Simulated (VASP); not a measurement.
# ZnW3 (Pm-3m) in VASP: notebook

ZnW3 is run at these levels: PBE; tasks: single point, relaxation of cell and atoms.

Everything below comes from runs of VASP 6.6.1. Logs are shortened: lines on timing, memory, paths and dates and some standing lists are left out, and cuts for length are marked.

## (1) The cell of the first run

It takes space group Pm-3m (No. 221, cubic). Conventional cell: a = 3.930 Å, b = 3.930 Å, c = 3.930 Å, α = 90.00°, β = 90.00°, γ = 90.00°. Within 3.7 Å of Zn (site symmetry m-3m) lie 12 W at 2.78 Å. Within 3.7 Å of W (site symmetry 4/mmm) lie 4 Zn at 2.78 Å and 8 W at 2.78 Å.

## (2) Single point, PBE

INCAR

```
PREC = Accurate ; ENCUT = 520
EDIFF = 1E-7 ; ISMEAR = 0
SIGMA = 0.1 ; LREAL = False
LASPH = True ; NELM = 100
ALGO = Normal ; ISIF = 2
LWAVE = False ; LCHARG = False
GGA = PE ; NBANDS = 35
```

KPOINTS

```
regular mesh
0
Gamma
  4 4 4
```

POSCAR

```
ZnW3
1.0
    3.9302214434      0.0000000000      0.0000000000
    0.0000000000      3.9302214434      0.0000000000
    0.0000000000      0.0000000000      3.9302214434
Zn W
1 3
Direct
    0.0000000000      0.0000000000      0.0000000000
    0.0000000000      0.5000000000      0.5000000000
    0.5000000000      0.0000000000      0.5000000000
    0.5000000000      0.5000000000      0.0000000000
```

Potentials or basis: VASP PAW PBE potentials, release 64 (Zn, W_sv).

Launch:

```bash
> cat potpaw_PBE.64/Zn/POTCAR potpaw_PBE.64/W_sv/POTCAR > POTCAR
> mpirun -np 1 vasp_std > vasp.out
```

OUTCAR:

```text
PREC = Accurate
   ENCUT = 520
   EDIFF = 1E-7
   ISMEAR = 0
   LREAL = False
   LASPH = True
   NELM = 100
   ISIF = 2
   GGA = PE

 ion  position               nearest neighbor table
   1  0.000  0.000  0.000-   2 2.78   3 2.78   4 2.78   2 2.78   3 2.78   2 2.78   4 2.78   2 2.78
                             3 2.78   4 2.78   3 2.78   4 2.78
   2  0.000  0.500  0.500-   1 2.78   3 2.78   4 2.78   1 2.78   4 2.78   1 2.78   3 2.78   1 2.78
                             3 2.78   4 2.78   4 2.78   3 2.78
   3  0.500  0.000  0.500-   1 2.78   2 2.78   4 2.78   1 2.78   4 2.78   2 2.78   4 2.78   4 2.78
                             1 2.78   2 2.78   1 2.78   2 2.78
   4  0.500  0.500  0.000-   1 2.78   2 2.78   3 2.78   2 2.78   3 2.78   1 2.78   3 2.78   3 2.78
                             1 2.78   2 2.78   2 2.78   1 2.78

  LATTYP: Found a simple cubic cell.
 ALAT       =     3.9302214434

  Lattice vectors:

 A1 = (   3.9302214434,   0.0000000000,   0.0000000000)
 A2 = (   0.0000000000,   3.9302214434,   0.0000000000)
 A3 = (   0.0000000000,   0.0000000000,   3.9302214434)

Analysis of symmetry for initial positions (statically):
=====================================================================
 Subroutine PRICEL returns:
 Original cell was already a primitive cell.

 Routine SETGRP: Setting up the symmetry group for a
 simple cubic supercell.

 Subroutine GETGRP returns: Found 48 space group operations
 (whereof 48 operations were pure point group operations)
 out of a pool of 48 trial point group operations.

The static configuration has the point symmetry O_h .

Analysis of symmetry for dynamics (positions and initial velocities):
=====================================================================
 Subroutine PRICEL returns:
 Original cell was already a primitive cell.

 Routine SETGRP: Setting up the symmetry group for a
 simple cubic supercell.

 Subroutine GETGRP returns: Found 48 space group operations
 (whereof 48 operations were pure point group operations)
 out of a pool of 48 trial point group operations.

The dynamic configuration has the point symmetry O_h .

 Subroutine INISYM returns: Found 48 space group operations
 (whereof 48 operations are pure point group operations),
 and found     1 'primitive' translations

----------------------------------------------------------------------------------------

                                     Primitive cell

  volume of cell :      60.7087

  direct lattice vectors                    reciprocal lattice vectors
     3.930221443  0.000000000  0.000000000     0.254438589  0.000000000  0.000000000
     0.000000000  3.930221443  0.000000000     0.000000000  0.254438589  0.000000000
     0.000000000  0.000000000  3.930221443     0.000000000  0.000000000  0.254438589

  length of vectors
     3.930221443  3.930221443  3.930221443     0.254438589  0.254438589  0.254438589

  position of ions in fractional coordinates (direct lattice)
     0.000000000  0.000000000  0.000000000
     0.000000000  0.500000000  0.500000000
     0.500000000  0.000000000  0.500000000
     0.500000000  0.500000000  0.000000000

  ion indices of the primitive-cell ions
   primitive index   ion index
                 1           1
                 2           2
                 3           3
                 4           4

----------------------------------------------------------------------------------------

 KPOINTS: regular mesh

Automatic generation of k-mesh.
 Grid dimensions read from file:
 generate k-points for:    4    4    4

 Generating k-lattice:

  Cartesian coordinates                     Fractional coordinates (reciprocal lattice)
     0.063609647  0.000000000  0.000000000     0.250000000  0.000000000  0.000000000
     0.000000000  0.063609647  0.000000000     0.000000000  0.250000000  0.000000000
     0.000000000  0.000000000  0.063609647     0.000000000  0.000000000  0.250000000

  Length of vectors
     0.063609647  0.063609647  0.063609647

  Shift w.r.t. Gamma in fractional coordinates (k-lattice)
     0.000000000  0.000000000  0.000000000

 Subroutine IBZKPT returns following result:
 ===========================================

 Found     10 irreducible k-points:

 Following reciprocal coordinates:
            Coordinates               Weight
  0.000000  0.000000  0.000000      1.000000
  0.250000  0.000000  0.000000      6.000000
  0.500000  0.000000  0.000000      3.000000
  0.250000  0.250000  0.000000     12.000000
  0.500000  0.250000  0.000000     12.000000
  0.500000  0.500000  0.000000      3.000000
  0.250000  0.250000  0.250000      8.000000
  0.500000  0.250000  0.250000     12.000000
  0.500000  0.500000  0.250000      6.000000
  0.500000  0.500000  0.500000      1.000000
   k-points           NKPTS =     10   k-points in BZ     NKDIM =     10   number of bands    NBANDS=     35
   number of dos      NEDOS =    301   number of ions     NIONS =      4
   total plane-waves  NPLWV =  27000
   dimension x,y,z NGX =    30 NGY =   30 NGZ =   30
   dimension x,y,z NGXF=    60 NGYF=   60 NGZF=   60
   ions per type =               1   3
   NGX,Y,Z   is equivalent  to a cutoff of  12.69, 12.69, 12.69 a.u.
   NGXF,Y,Z  is equivalent  to a cutoff of  25.38, 25.38, 25.38 a.u.
 SYSTEM =  unknown system
   PREC   = accura    normal or accurate (medium, high low for compatibility)
   ISTART =      0    job   : 0-new  1-cont  2-samecut
   ICHARG =      2    charge: 1-file 2-atom 10-const
   ISPIN  =      1    spin polarized calculation?
   LNONCOLLINEAR =      F non collinear calculations
   LSORBIT =      F    spin-orbit coupling
   LASPH  =      T    aspherical Exc in radial PAW
   ENCUT  =  520.0 eV  38.22 Ry    6.18 a.u.   7.31  7.31  7.31*2*pi/ulx,y,z
   NELM   =    100;   NELMIN=  2; NELMDL= -5     # of ELM steps
   EDIFF  = 0.1E-06   stopping-criterion for ELM
   LREAL  =      F    real-space projection
   EDIFFG = 0.1E-05   stopping-criterion for IOM
   NSW    =      0    number of steps for IOM
   IBRION =     -1    ionic relax: 0-MD 1-quasi-New 2-CG
   NFREE  =      0    steps in history (QN), initial steepest desc. (CG)
   ISIF   =      2    stress and relaxation
   ISYM   =      2    0-nonsym 1-usesym 2-fastsym
   POTIM  = 0.5000    time-step for ionic-motion
   TEBEG  =    0.0;   TEEND  =   0.0 temperature during run
   PSTRESS=    0.0 pullay stress
   NELECT =      54.0000    total number of electrons
   NUPDOWN=      -1.0000    fix difference up-down
   EMIN   =  10.00;   EMAX   =-10.00  energy-range for DOS
   EFERMI =   0.00;   METHOD = LEGACY
   ISMEAR =     0;   SIGMA  =   0.10  broadening in eV -4-tet -1-fermi 0-gaus
   EFERMI_NEDOS =   21; number of points for ismear=-14 and -15
   IALGO  =     38    algorithm
   IMIX   =      4    mixing-type and parameters
     AMIX     =   0.40;   BMIX     =  1.00
     AMIX_MAG =   1.60;   BMIX_MAG =  1.00
  volume/ion in A,a.u.               =      15.18       102.42
  Fermi-wavevector in a.u.,A,eV,Ry     =   1.574427  2.975235 33.726378  2.478819
  Thomas-Fermi vector in A             =   2.675562
   LORBIT       =      0    0 simple, 1 ext, 2 COOP (PROOUT), +10 PAW based schemes
   GGA     = PE    functional components
   LHFCALC =     F    Hartree Fock is set to
   AEXX    =    0.0000 exact exchange contribution
   IVDW    =     0    specifies the selected vdW correction
   LEPSILON=     F    determine dielectric tensor
   LRPA    =     F    only Hartree local field effects (RPA)
 non-spin polarized calculation
 Gauss-broadening in eV      SIGMA  =   0.10
  energy-cutoff  :      520.00
  volume of cell :       60.71
 maximum number of plane-waves:      1666
 NGX is ok and might be reduce to    30
   NGX = 15   NGY = 15   NGZ = 15

 number of electron      54.0000000 magnetization

 Free energy of the ion-electron system (eV)
  ---------------------------------------------------
  ext. energy  EPLUGINS =         0.00000000
  ---------------------------------------------------
  free energy    TOTEN  =       -38.64071332 eV

  energy without entropy =      -38.63222928  energy(sigma->0) =      -38.63647130

 E-fermi :   9.5997     XC(G=0): -13.3556

 val. band max:        9.3395446363   @ k =   0.2500   0.2500   0.0000
 cond. band min:       9.6475312700   @ k =   0.5000   0.2500   0.0000
 fundamental gap:      0.3079866337
 Fermi energy:         9.5997304275

 k-point     1 :       0.0000    0.0000    0.0000
  band No.  band energies     occupation
      1     -64.3083      2.00000
      2     -64.1600      2.00000
      3     -64.1600      2.00000
      4     -28.9630      2.00000
      5     -28.9630      2.00000
      6     -28.9630      2.00000
[... 27 lines left out ...]
     34      15.7445      0.00000
     35      15.7445      0.00000

 k-point     2 :       0.2500    0.0000    0.0000
  band No.  band energies     occupation
      1     -64.2894      2.00000
      2     -64.1789      2.00000
      3     -64.1599      2.00000
      4     -28.8867      2.00000
      5     -28.8867      2.00000
      6     -28.8410      2.00000
[... 27 lines left out ...]
     34      15.6491      0.00000
     35      15.6491      0.00000

 k-point     3 :       0.5000    0.0000    0.0000
  band No.  band energies     occupation
      1     -64.2590      2.00000
      2     -64.2095      2.00000
      3     -64.1597      2.00000
      4     -28.7805      2.00000
      5     -28.7805      2.00000
      6     -28.5915      2.00000
[... 27 lines left out ...]
     34      15.1917      0.00000
     35      15.7542      0.00000
[... 191 lines left out ...]
 k-point     9 :       0.5000    0.5000    0.2500
  band No.  band energies     occupation
      1     -64.2090      2.00000
      2     -64.2089      2.00000
      3     -64.2089      2.00000
      4     -29.0926      2.00000
      5     -28.9169      2.00000
      6     -28.7909      2.00000
[... 27 lines left out ...]
     34      13.5944      0.00000
     35      15.4569      0.00000

 k-point    10 :       0.5000    0.5000    0.5000
  band No.  band energies     occupation
      1     -64.2088      2.00000
      2     -64.2088      2.00000
      3     -64.2088      2.00000
      4     -29.2466      2.00000
      5     -28.9146      2.00000
      6     -28.9146      2.00000
[... 27 lines left out ...]
     34      14.9073      0.00000
     35      14.9073      0.00000

------------------------ aborting loop because EDIFF is reached ----------------------------------------

  FORCE on cell =-STRESS in cart. coord.  units (eV):
  Direction    XX          YY          ZZ          XY          YZ          ZX
  --------------------------------------------------------------------------------------
  -------------------------------------------------------------------------------------
  Total        2.4845501      2.4845501      2.4845501      0.0000000      0.0000000     -0.0000000
  in kB       65.5703159     65.5703159     65.5703159      0.0000000      0.0000000     -0.0000000
  external PRESSURE =      65.5703159 kB  Pullay stress =       0.0000000 kB

 VOLUME and BASIS-vectors are now :
 -----------------------------------------------------------------------------
  energy-cutoff  :      520.00
  volume of cell :       60.71
      direct lattice vectors                 reciprocal lattice vectors
     3.930221443  0.000000000  0.000000000     0.254438589  0.000000000  0.000000000
     0.000000000  3.930221443  0.000000000     0.000000000  0.254438589  0.000000000
     0.000000000  0.000000000  3.930221443     0.000000000  0.000000000  0.254438589

 POSITION                                       TOTAL-FORCE (eV/Angst)
 -----------------------------------------------------------------------------------
      0.00000      0.00000      0.00000         0.000000      0.000000      0.000000
      0.00000      1.96511      1.96511         0.000000      0.000000      0.000000
      1.96511      0.00000      1.96511         0.000000      0.000000      0.000000
      1.96511      1.96511      0.00000         0.000000      0.000000      0.000000
 -----------------------------------------------------------------------------------
    total drift:                                0.000000      0.000000     -0.000000

  FREE ENERGIE OF THE ION-ELECTRON SYSTEM (eV)
  ---------------------------------------------------
  free  energy   TOTEN  =       -38.6407133227 eV

  energy  without entropy=      -38.6322292764  energy(sigma->0) =      -38.63647130
```

It took 30 s on 1 thread of Intel Xeon Platinum 8259CL at 2.50GHz (Skylake/Cascade Lake), shared host; peak memory 0.17 GiB.

Results:

```
Free energy            : -38.6407 eV
Pressure               : 6.6 GPa
Band gap on the k mesh : zero (band 27 reaches 11.06 eV, above the bottom of band 28 at 9.12 eV)
```

Levels at points of the mesh, in eV from the Fermi level:
| k point | band 23 | band 24 | band 25 | band 26 | band 27 | band 28 | band 29 | band 30 | band 31 | band 32 |
| --- | --- | --- | --- | --- | --- | --- | --- | --- | --- | --- |
| (0.00, 0.00, 0.00) | -3.48 | -3.48 | 1.46 | 1.46 | 1.46 | 1.53 | 1.53 | 1.53 | 3.66 | 3.66 |
| (0.50, 0.00, 0.00) | -3.00 | -1.49 | -0.79 | -0.79 | -0.42 | 0.37 | 0.37 | 1.36 | 1.36 | 1.42 |
| (0.50, 0.50, 0.00) | -2.40 | -2.40 | -2.34 | -0.60 | -0.60 | 0.70 | 0.70 | 0.72 | 0.87 | 2.20 |
| (0.50, 0.50, 0.50) | -1.09 | -1.09 | -0.93 | -0.93 | -0.93 | 0.83 | 1.09 | 1.09 | 1.09 | 2.44 |

Caveat: the k points lie up to 0.40 Å⁻¹ apart; spin-orbit coupling is left out, which moves the levels of the heavy elements.

[end of part 1 of 3]
